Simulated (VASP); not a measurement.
# Mg (P6_3/mmc) in VASP: a series of runs, part 2 of 2

VASP 6.6.1. The steps go on from the part before.

### 3 Single point, LDA

Contents of INCAR:

```
SYSTEM = Mg
PREC     = Accurate       ! precision mode
ENCUT    = 600            ! plane-wave cutoff, eV
EDIFF    = 1E-6           ! SCF threshold, eV
ISMEAR   = -1             ! smearing method
SIGMA    = 0.08           ! smearing width, eV
LREAL    = .False.        ! projectors in reciprocal space
LASPH    = .True.         ! aspherical terms in the spheres
NELM     = 120            ! most SCF steps
ALGO     = Normal         ! electronic algorithm
ISIF     = 2              ! what is computed and relaxed
LWAVE    = .False.        ! write WAVECAR
LCHARG   = .True.         ! write CHGCAR
LELF     = .True.         ! ELF
LVHAR    = .True.       
NBANDS   = 12             ! bands
GGA_COMPAT= .False.
```

Contents of KPOINTS:

```
regular mesh
0
Gamma
  10 10 7
  0 0 0
```

Contents of POSCAR:

```
Mg
1.0
    2.6432126376      0.0000000000      0.0000000000
   -1.3216063188      2.2890892918      0.0000000000
    0.0000000000      0.0000000000      8.6631887779
Mg
4
Direct
    0.0000000000      0.0000000000      0.0000000000
    0.0000000000      0.0000000000      0.5000000000
    0.3333333333      0.6666666667      0.2500000000
    0.6666666667      0.3333333333      0.7500000000
```

Potentials or basis: VASP PAW LDA potentials, release 64 (Mg).

Command:

```sh
> cat potpaw_LDA.64/Mg/POTCAR > POTCAR
> mpirun -np 1 vasp_std > vasp.out
```

OUTCAR:

```text
SYSTEM = Mg
   PREC = Accurate
   ENCUT = 600
   EDIFF = 1E-6
   ISMEAR = -1
   LREAL = .False.
   LASPH = .True.
   NELM = 120
   ISIF = 2

 ion  position               nearest neighbor table
   1  0.000  0.000  0.000-   3 2.65   4 2.65   4 2.65   3 2.65   4 2.65   3 2.65
   2  0.000  0.000  0.500-   3 2.65   4 2.65   4 2.65   3 2.65   4 2.65   3 2.65
   3  0.333  0.667  0.250-   1 2.65   2 2.65   1 2.65   2 2.65   1 2.65   2 2.65
   4  0.667  0.333  0.750-   1 2.65   2 2.65   1 2.65   2 2.65   1 2.65   2 2.65

  LATTYP: Found a hexagonal cell.
 ALAT       =     2.6432126376
 C/A-ratio  =     3.2775224568

  Lattice vectors:

 A1 = (   2.6432126376,   0.0000000000,   0.0000000000)
 A2 = (  -1.3216063188,   2.2890892918,   0.0000000000)
 A3 = (   0.0000000000,   0.0000000000,   8.6631887779)

Analysis of symmetry for initial positions (statically):
=====================================================================
 Subroutine PRICEL returns:
 Original cell was already a primitive cell.

 Routine SETGRP: Setting up the symmetry group for a
 hexagonal supercell.

 Subroutine GETGRP returns: Found 24 space group operations
[... 190 lines left out ...]
     11      21.4817      0.00000
     12      21.5439      0.00000
[... 331 lines left out ...]
 k-point    24 :       0.4000    0.1000    0.1429
  band No.  band energies     occupation
      1       2.2941      2.00000
      2       3.5264      2.00000
      3       4.3787      2.00000
      4       5.0227      2.00000
      5       6.3701      0.48384
      6       7.2653      0.00001
      7       8.2061      0.00000
      8      10.3052      0.00000
      9      10.6666      0.00000
     10      11.9922      0.00000
     11      14.0727      0.00000
     12      15.2272      0.00000

 [... further k-points ...]

------------------------ aborting loop because EDIFF is reached ----------------------------------------

  FORCE on cell =-STRESS in cart. coord.  units (eV):
  Direction    XX          YY          ZZ          XY          YZ          ZX
  --------------------------------------------------------------------------------------
  -------------------------------------------------------------------------------------
  Total       17.4919162     17.4919162     17.4719144     -0.0000000     -0.0000000      0.0000000
  in kB      534.6571209    534.6571209    534.0457481     -0.0000000     -0.0000000      0.0000000
  external PRESSURE =     534.4533300 kB  Pullay stress =       0.0000000 kB

 VOLUME and BASIS-vectors are now :
 -----------------------------------------------------------------------------
  energy-cutoff  :      600.00
  volume of cell :       52.42
      direct lattice vectors                 reciprocal lattice vectors
     2.643212638  0.000000000  0.000000000     0.378327489  0.218427478  0.000000000
    -1.321606319  2.289089292  0.000000000     0.000000000  0.436854955  0.000000000
     0.000000000  0.000000000  8.663188778     0.000000000  0.000000000  0.115430937

 POSITION                                       TOTAL-FORCE (eV/Angst)
 -----------------------------------------------------------------------------------
      0.00000      0.00000      0.00000         0.000000      0.000000      0.000000
      0.00000      0.00000      4.33159         0.000000      0.000000      0.000000
     -0.00000      1.52606      2.16580         0.000000      0.000000      0.000000
      1.32161      0.76303      6.49739        -0.000000      0.000000     -0.000000
 -----------------------------------------------------------------------------------
    total drift:                                0.000000     -0.000000      0.000000

  FREE ENERGIE OF THE ION-ELECTRON SYSTEM (eV)
  ---------------------------------------------------
  free  energy   TOTEN  =        -3.4881132826 eV

  energy  without entropy=       -3.4526607143  energy(sigma->0) =       -3.47038700
```

OSZICAR:

```text
N       E                     dE             d eps       ncg     rms          rms(c)
DAV:   1     0.101031772868E+02    0.10103E+02   -0.32917E+03  1360   0.574E+02
DAV:   2    -0.328720146246E+01   -0.13390E+02   -0.12884E+02  1680   0.769E+01
DAV:   3    -0.365662995708E+01   -0.36943E+00   -0.36460E+00  1748   0.932E+00
DAV:   4    -0.365880160759E+01   -0.21717E-02   -0.21712E-02  1712   0.774E-01
DAV:   5    -0.365881765471E+01   -0.16047E-04   -0.16047E-04  1732   0.712E-02    0.143E+00
DAV:   6    -0.355247404313E+01    0.10634E+00   -0.17819E-03  1608   0.290E-01    0.908E-01
DAV:   7    -0.348864636329E+01    0.63828E-01   -0.44909E-03  1524   0.458E-01    0.370E-02
DAV:   8    -0.348813492148E+01    0.51144E-03   -0.14540E-04  1692   0.709E-02    0.977E-03
DAV:   9    -0.348811365684E+01    0.21265E-04   -0.82984E-06  1684   0.182E-02    0.277E-03
DAV:  10    -0.348811328257E+01    0.37427E-06   -0.71849E-07  1136   0.511E-03
   1 F= -.34881133E+01 E0= -.34703870E+01  d E =-.354526E-01
```

Wall time 22 s (1 thread of AMD EPYC 9R45 (Zen 5), shared host); peak memory 0.15 GiB.

What came out:

```
Free energy            : -3.4881 eV
Pressure               : 53.4 GPa
Band gap on the k mesh : zero (band 4 reaches 6.67 eV, above the bottom of band 5 at 4.82 eV)
```

### 4 Single point, LDA

This run uses another cell than the first one: it holds 2 atoms, not 4.

Edit INCAR of step 3 so:

```diff
@@ -12,6 +12,4 @@
 LWAVE    = .False.        ! write WAVECAR
-LCHARG   = .True.         ! write CHGCAR
-LELF     = .True.         ! ELF
-LVHAR    = .True.       
-NBANDS   = 12             ! bands
+LCHARG   = .False.        ! write CHGCAR
+NBANDS   = 9              ! bands
 GGA_COMPAT= .False.
```

Contents of KPOINTS:

```
Automatic mesh
0
Gamma
  17 17 9
  0 0 0
```

Contents of POSCAR:

```
Mg
1.0
    2.6511396742      0.0000000000      0.0000000000
   -1.3255698371      2.2959543068      0.0000000000
    0.0000000000      0.0000000000      4.3061999236
Mg
2
Direct
    0.3333333333      0.6666666667      0.2500000000
    0.6666666667      0.3333333333      0.7500000000
```

Command:

```sh
> cat potpaw_LDA.64/Mg/POTCAR > POTCAR
> mpirun -np 1 vasp_std > vasp.out
```

Wall time 19 s (1 thread of AMD EPYC 9R45 (Zen 5), shared host); peak memory 0.14 GiB.

It converged, with:

```yaml
Free_energy: -1.7778 eV
Pressure: 53.5 GPa
Band_gap_on_the_k_mesh: zero (band 2 reaches 7.53 eV, above the bottom of band 3 at 4.91 eV)
```

Levels at points of the mesh, in eV from the Fermi level:
```
           k point  band 1  band 2  band 3  band 4  band 5  band 6
(0.00, 0.00, 0.00)   -9.71   -2.63   -1.32   14.40   14.40   15.38
```

### 5 Single point, LDA

This run uses another cell than the first one: it holds 2 atoms, not 4.

Contents of INCAR:

```
SYSTEM = Mg
PREC = Accurate
ENCUT = 600
EDIFF = 1E-6
ISMEAR = -1
SIGMA = 0.08
LREAL = .False.
LASPH = .True.
NELM = 120
ALGO = Normal
ISIF = 2
LWAVE = .False.
LCHARG = .True.
LELF = .True.
LVHAR = .True.
NBANDS = 9
GGA_COMPAT = .False.
```

Contents of KPOINTS:

```
regular mesh
0
Gamma
  17 17 9
  0 0 0
```

Contents of POSCAR:

```
Mg
1.0
    2.6516155723      0.0000000000      0.0000000000
   -1.3258077861      2.2963664467      0.0000000000
    0.0000000000      0.0000000000      4.3069377988
Mg
2
Direct
    0.3333333333      0.6666666667      0.2500000000
    0.6666666667      0.3333333333      0.7500000000
```

Command:

```sh
> cat potpaw_LDA.64/Mg/POTCAR > POTCAR
> mpirun -np 1 vasp_std > vasp.out
```

Run time: 20 s. Hardware: 1 thread of AMD EPYC 9R45 (Zen 5), shared host; peak memory 0.14 GiB.

The run converged. Its results:

* Free energy: -1.7824 eV
* Pressure: 53.3 GPa
* Band gap on the k mesh: zero (band 2 reaches 7.52 eV, above the bottom of band 3 at 4.90 eV)

Levels at points of the mesh, in eV from the Fermi level:
```csv
k point,band 1,band 2,band 3,band 4,band 5
"(0.00, 0.00, 0.00)",-9.71,-2.63,-1.32,14.40,14.40
```

### 6 Summary

```tsv
cell	k mesh	gap on the mesh (eV)	pressure (GPa)
a = 2.643, b = 2.643, c = 8.663 Å, angles 90.0, 90.0, 120.0°, 4 atoms	10 × 10 × 7	none	53.4
a = 2.651, b = 2.651, c = 4.306 Å, angles 90.0, 90.0, 120.0°, 2 atoms	17 × 17 × 9	none	53.5
a = 2.652, b = 2.652, c = 4.307 Å, angles 90.0, 90.0, 120.0°, 2 atoms	17 × 17 × 9	none	53.3
```

Alike in all rows: task single point; level LDA; potentials or basis VASP PAW LDA potentials, release 64 (Mg); no spin polarisation; cutoff (eV) 600; smearing fermi-dirac 0.08 eV.

Total energies depend on the potentials used, so only differences within one code and one set of settings carry meaning.
